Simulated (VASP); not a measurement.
A run of VASP 6.6.1 is set up as follows.

INCAR

```
SYSTEM = TiC
PREC = Accurate
ENCUT = 600
EDIFF = 1E-6
ISMEAR = -1
SIGMA = 1.0
LREAL = .FALSE.
LASPH = .TRUE.
NELM = 120
ALGO = Normal
ISIF = 2
LWAVE = .FALSE.
LCHARG = .FALSE.
GGA = PE
NBANDS = 15
GGA_COMPAT = .FALSE.
```

File KPOINTS:

```
Automatic mesh
0
G
  15 15 15
  0 0 0
```

Contents of POSCAR:

```
TiC
1.0
    0.0000000000      2.2212188749      2.2212188749
    2.2212188749      0.0000000000      2.2212188749
    2.2212188749      2.2212188749      0.0000000000
Ti C
1 1
Direct
    0.0000000000      0.0000000000      0.0000000000
    0.5000000000      0.5000000000      0.5000000000
```

Potentials or basis: VASP PAW PBE potentials, release 64 (Ti_sv, C).

Command:

```console
$ cat potpaw_PBE.64/Ti_sv/POTCAR potpaw_PBE.64/C/POTCAR > POTCAR
$ mpirun -np 1 vasp_std > vasp.out
```

(1) What does it give for the band gap on the k mesh?

(2) Estimate the pressure.

Results:

(1) zero (bands 8 and 9 overlap by 1.33 eV).

(2) 0.1 GPa.

Caveat: so wide a smearing shifts energies and pressures.
